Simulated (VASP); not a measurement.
A run of VASP 6.6.1:

Contents of POSCAR:

```
ZnSnP2                                  
1.0
   -2.8127219187      2.8127219187      5.6391859935
    2.8127219187     -2.8127219187      5.6391859935
    2.8127219187      2.8127219187     -5.6391859935
  Zn              Sn              P             
     2     2     4
Direct
     0.7500000000000000    0.2500000000000000    0.5000000000000000
     0.0000000000000000    1.0000000000000000    1.0000000000000000
     0.2500000000000000    0.7500000000000000    0.5000000000000000
     0.5000000000000000    0.5000000000000000    0.0000000000000000
     0.3750000000000000    0.3510232148020591    0.4760232148020591
     0.6489767851979410    0.1250000000000000    0.0239767851979410
     0.1010232148020590    0.6250000000000000    0.9760232148020590
     0.8750000000000000    0.8989767851979410    0.5239767851979410
```

INCAR.step1

```
SYSTEM = ZnSnP2
PREC = Accurate
ENCUT = 520
EDIFF = 1E-5
ISMEAR = 0
SIGMA = 0.03
LREAL = .FALSE.
LASPH = .TRUE.
NELM = 80
ALGO = Normal
ISIF = 2
LWAVE = .TRUE.
LCHARG = .FALSE.
NBANDS = 46
KPAR = 2
GGA = PE
```

Contents of INCAR.step2:

```
SYSTEM = ZnSnP2
PREC = Accurate
ENCUT = 520
EDIFF = 1E-6
ISMEAR = 0
SIGMA = 0.03
LREAL = .FALSE.
LASPH = .TRUE.
NELM = 80
ALGO = Normal
ISIF = 2
LWAVE = .FALSE.
LCHARG = .FALSE.
METAGGA = MBJ
NBANDS = 46
KPAR = 2
ISTART = 1
```

File KPOINTS:

```
Automatic mesh
0
G
  8 8 8
  0 0 0
```

KPOINTS_OPT

```
explicit points
228
Reciprocal
 0.0000000000  0.0000000000  0.0000000000 1
 0.0000000000  0.0000000000  0.0263157895 1
 0.0000000000  0.0000000000  0.0526315789 1
 0.0000000000  0.0000000000  0.0789473684 1
 0.0000000000  0.0000000000  0.1052631579 1
 0.0000000000  0.0000000000  0.1315789474 1
[... 220 lines left out ...]
-0.1243531853  0.1243531853  0.5000000000 1
 0.5000000000  0.5000000000 -0.1243531853 1
```

Potentials or basis: VASP PAW PBE potentials, release 64 (Zn, Sn_d, P).

Run with:

```bash
$ cat potpaw_PBE.64/Zn/POTCAR potpaw_PBE.64/Sn_d/POTCAR potpaw_PBE.64/P/POTCAR > POTCAR
$ cp INCAR.step1 INCAR
$ mpirun -np 2 vasp_std > vasp.out
$ cp INCAR.step2 INCAR
$ mpirun -np 2 vasp_std > vasp.out
```

Hardware: 2 MPI ranks on Intel(R) Xeon(R) Platinum 8488C (Sapphire Rapids), with other jobs on the host.

Q: How long does it take, and how much memory?

A: Run time: 38 min on 2 MPI ranks on Intel(R) Xeon(R) Platinum 8488C (Sapphire Rapids), with other jobs on the host, peak memory 0.79 GiB a rank. Counts: k points 59.
